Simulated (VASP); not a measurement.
# Al3In8N12: single point with PBE

Crystal: Al3In8N12.

```xyz
23
Lattice="0.0000 5.9628 -0.0073 5.1606 2.9881 -5.5863 -5.1606 2.9882 -5.5863" Properties=species:S:1:pos:R:3 pbc="T T T"
Al   -0.0039    3.9937   -5.6000
Al   -0.0040    3.9396   -0.1306
Al   -0.0039    2.0357   -2.8809
In    1.7024    6.9959   -5.6547
In   -3.5052    4.0227   -5.6604
In   -1.7102    6.9960   -5.6547
In    3.4973    4.0227   -5.6603
In   -1.6542    4.8900   -8.4274
In   -1.6854    4.9468   -2.8541
In    1.6463    4.8901   -8.4274
In    1.6776    4.9468   -2.8541
N     1.7497    6.9222   -9.1170
N     1.5583    7.0310   -3.4320
N    -1.7574    6.9223   -9.1168
N    -1.5663    7.0310   -3.4320
N    -1.5638    4.8971   -6.2363
N     3.5966    7.8756   -6.2708
N     1.5559    4.8971   -6.2364
N    -3.6045    7.8756   -6.2707
N    -0.0040    9.9454   -9.4171
N    -0.0039    3.7980   -3.6699
N    -0.0039    8.1626   -6.0987
N    -0.0039    2.1895   -0.9384
```

```
Program             : VASP 6.6.1
Task                : single point
Functional          : PBE
Potentials or basis : VASP PAW PBE potentials, release 64 (Al, In_d, N)
Cutoff              : 520 eV
k mesh              : 3 × 2 × 2, shifted
Occupations         : gaussian, width 0.1 eV
Spin                : no spin polarisation
```

* Pressure: 0.2 GPa
* Largest force: 0.038 eV/Å

Forces on the atoms (eV/Å):
```
Al   0.000  0.004 -0.007
Al   0.000  0.008 -0.011
Al  -0.001  0.003 -0.008
In  -0.012  0.009  0.001
In  -0.002 -0.002 -0.001
In   0.004 -0.006  0.000
In  -0.003  0.001  0.003
In   0.000  0.003  0.016
In   0.008 -0.010  0.005
In  -0.002  0.001  0.006
In   0.000 -0.012  0.004
N   -0.014  0.008  0.007
N   -0.027  0.019  0.011
N    0.014  0.007  0.006
N    0.029  0.019  0.011
N    0.025 -0.015  0.006
N    0.032 -0.018  0.005
N   -0.023 -0.015  0.007
N   -0.030 -0.018  0.005
N    0.001 -0.017 -0.022
N    0.000 -0.029 -0.013
N    0.000  0.031 -0.006
N    0.000  0.028 -0.025
```

Levels at points of the mesh, in eV from the Fermi level:
```
           k point  band 82  band 83  band 84  band 85  band 86  band 87  band 88  band 89  band 90  band 91
(0.00, 0.25, 0.25)    -0.73    -0.54    -0.45    -0.45    -0.20     0.14     0.16     1.96     3.57     3.60
```

It took 12 min on 1 thread of Intel Xeon 6975P-C, with other jobs on the host, peak memory 0.54 GiB.

Caveat: the k points lie up to 0.41 Å⁻¹ apart; spin-orbit coupling is left out, which moves the levels of the heavy elements.
